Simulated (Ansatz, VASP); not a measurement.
**Rb in VASP and in Ansatz**

File INCAR:

```
SYSTEM = Rb
PREC = Accurate
ENCUT = 520
EDIFF = 1E-6
ISMEAR = 1
SIGMA = 0.05
LREAL = .False.
LASPH = .True.
NELM = 100
ALGO = Normal
ISIF = 2
LWAVE = .False.
LCHARG = .False.
GGA = PE
NBANDS = 10
```

KPOINTS

```
regular mesh
0
Gamma
  6 6 6
  0 0 0
```

The input POSCAR:

```
Rb
1.0
   -2.9545118600      2.9545118600      2.7308452000
    2.9545118600     -2.9545118600      2.7308452000
    2.9545118600      2.9545118600     -2.7308452000
Rb
1
Direct
    0.0000000000      0.0000000000      0.0000000000
```

Input for Ansatz:

```yaml
crystal:
  lattice:
    - [-2.95451186, 2.95451186, 2.7308452]
    - [2.95451186, -2.95451186, 2.7308452]
    - [2.95451186, 2.95451186, -2.7308452]
  atoms:
    - { symbol: Rb, position: [0.0, 0.0, 0.0] }
kpoints:
  mp_grid:
    grid: [6, 6, 6]
hamiltonian:
  xc: pbe
scf:
  occupations:
    method: cold
    width: 0.05
output:
  stress: true
```

Alike in both runs: task single point; functional PBE; k mesh 6 × 6 × 6; no spin polarisation.

```csv
,VASP,Ansatz
version,VASP 6.6.1,Ansatz 0.2.0
potentials or method,"VASP PAW PBE potentials, release 64 (Rb_sv)","plane waves, PAW"
plane-wave cutoff (eV),520,420
occupations,"methfessel-paxton of order 1, width 0.05 eV","cold, width 0.05 eV"
valence electrons in the cell,9,9
```

```tsv
	VASP	Ansatz	Ansatz less VASP
pressure (GPa)	-0.1	-0.1	0.00
traceless stress, the component that is largest in VASP (GPa)	-0.09	-0.09	-0.001
```
